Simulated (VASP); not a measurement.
Runs of VASP 6.6.1 on Al3InAs4. The structure is that of space group P-4m2 (No. 115), or close to it. The cells are those of the table. 

| task | cell | k mesh | cutoff (eV) | smearing | gap on the mesh (eV) | pressure (GPa) | largest force (eV/Å) |
| --- | --- | --- | --- | --- | --- | --- | --- |
| single point | a = 4.125, b = 4.125, c = 11.693 Å, 8 atoms | 8 × 8 × 4 | 520 | gaussian 0.02 eV | 1.04 | (a) | - |
| single point | a = 3.901, b = 3.901, c = 11.032 Å, 8 atoms | 4 × 4 × 2 | 520 | gaussian 0.1 eV | 1.16 | 16.9 | 2.48 |
| relaxation of cell and atoms | relaxed from a = 3.901, b = 3.901, c = 11.032 Å, 8 atoms | 4 × 4 × 2 | 600 | gaussian 0.1 eV | (b) | -0.1 | 0.02 |
| single point | a = 4.142, b = 4.142, c = 11.579 Å, 8 atoms | 4 × 4 × 2 | 520 | gaussian 0.1 eV | 1.06 | 0.2 | 0.01 |

Alike in all rows: level PBE; potentials or basis VASP PAW PBE potentials, release 64 (Al, In_d, As); no spin polarisation.

**Question.** Estimate the missing entries.

**Answer.** (a) 0.1; (b) 1.03.

Caveats: spin-orbit coupling is left out, which moves the levels of the heavy elements; forces of over 1 eV/Å act on the atoms, so gaps and moduli don't describe the material at rest (some runs).

A k mesh can miss the band edges, and the runs leave out spin-orbit coupling on As, In.
